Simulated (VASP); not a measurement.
TiCoC4N4:

```
Ti Co C N
1.0
     5.90860    0.00000    0.00000
     0.00000    5.90860    0.00000
     0.00000    0.00000    5.90860
Ti Co C N
1 1 4 4
Cartesian
  2.9543 2.9543 2.9543
  0.0000 0.0000 0.0000
  1.1068 1.1068 1.1068
  1.1068 4.8018 4.8018
  4.8018 1.1068 4.8018
  4.8018 4.8018 1.1068
  1.7823 1.7823 1.7823
  1.7823 4.1263 4.1263
  4.1263 1.7823 4.1263
  4.1263 4.1263 1.7823
```

| Quantity | Value |
| --- | --- |
| Program | VASP 6.6.1 |
| Task | relaxation of cell and atoms |
| Functional | PBE |
| Potentials or basis | VASP PAW PBE potentials, release 64 (Ti_sv, Co, C, N) |
| Cutoff | 600 eV |
| k mesh | 4 × 4 × 4 |
| Occupations | gaussian, width 0.1 eV |
| Spin | collinear spin, ferrimagnetic start |
| Starting moments | [1.0, -3.0, 0.0, 0.0, 0.0, 0.0, 0.0, 0.0, 0.0, 0.0] μB |

At the start: pressure -1.0 GPa; volume 20.63 Å³/atom.

Q: Where does the relaxation end?

A: Over 10 steps the energy falls by 52.3 meV/atom and the volume is 18.52 Å³/atom (-10.2 %); space group P-43m (No. 215, to 0.1 Å) before and after; moment 1.00 μB per cell.

The path:
| step | energy change (eV) | largest force (eV/Å) | pressure (GPa) | volume (Å³) |
| --- | --- | --- | --- | --- |
| 1 | 0.0000 | 2.7989 | -0.97 | 206.28 |
| 2 | 4.9212 | 9.9259 | -14.61 | 202.56 |
| 3 | -0.1662 | 0.4129 | -4.99 | 205.76 |
| 4 | -0.1671 | 0.2333 | -4.74 | 205.79 |
| 5 | -0.4873 | 0.2576 | -1.96 | 190.60 |
| 6 | -0.5139 | 0.4848 | -0.56 | 185.84 |
| 7 | -0.3943 | 2.5477 | 3.22 | 184.57 |
| 8 | -0.5176 | 0.2321 | -0.04 | 185.64 |
| 9 | -0.5229 | 0.0561 | -0.10 | 185.34 |
| 10 | -0.5233 | 0.0063 | -0.13 | 185.24 |

Final structure:
```
CELL_PARAMETERS angstrom
5.70045 0.00000 0.00000
0.00000 5.70045 0.00000
0.00000 0.00000 5.70045
ATOMIC_POSITIONS crystal
Ti 0.50000 0.50000 0.50000
Co 0.00000 0.00000 0.00000
C 0.18348 0.18348 0.18348
C 0.18348 0.81652 0.81652
C 0.81652 0.18348 0.81652
C 0.81652 0.81652 0.18348
N 0.30500 0.30500 0.30500
N 0.30500 0.69500 0.69500
N 0.69500 0.30500 0.69500
N 0.69500 0.69500 0.30500
```

Caveat: a cell with one magnetic atom can't hold antiferromagnetic order, which such compounds often take.
